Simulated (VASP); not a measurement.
A run of VASP 6.6.1 is set up as follows.

INCAR

```
ALGO     = Normal         # electronic algorithm
EDIFF    = 1E-6           # SCF threshold, eV
ENCUT    = 520            # plane-wave cutoff, eV
GGA      = PE             # functional
ISIF     = 2              # what is computed and relaxed
ISMEAR   = 0              # smearing method
ISPIN    = 2              # spin polarisation
LASPH    = T              # aspherical terms in the spheres
LCHARG   = T              # write CHGCAR
LELF     = T              # ELF
LMAXMIX  = 4              # l up to which the mixer works
LORBIT   = 11             # projections on sites
LREAL    = F              # projectors in reciprocal space
LVHAR    = T            
LWAVE    = F              # write WAVECAR
MAGMOM   = 3.53 0 0 0     # initial moments
NBANDS   = 26             # bands
NELM     = 150            # most SCF steps
PREC     = Accurate       # precision mode
SIGMA    = 0.05           # smearing width, eV
```

KPOINTS

```
k-points
0
Gamma
  6 6 6
```

POSCAR

```
FeI3
1.0
    5.5163773291      0.0000000000      0.0000000000
    0.0000000000      5.5163773291      0.0000000000
    0.0000000000      0.0000000000      5.5163773291
Fe I
1 3
Direct
    0.0000000000      0.0000000000      0.0000000000
    0.5000000000      0.0000000000      0.0000000000
    0.0000000000      0.0000000000      0.5000000000
    0.0000000000      0.5000000000      0.0000000000
```

Potentials or basis: VASP PAW PBE potentials, release 64 (Fe, I).

Launch:

```bash
$ cat potpaw_PBE.64/Fe/POTCAR potpaw_PBE.64/I/POTCAR > POTCAR
$ mpirun -np 1 vasp_std > vasp.out
```

(1) Estimate the net moment.

(2) Predict the pressure.

Results:

(1) 3.97 μB per cell.

(2) -0.1 GPa.
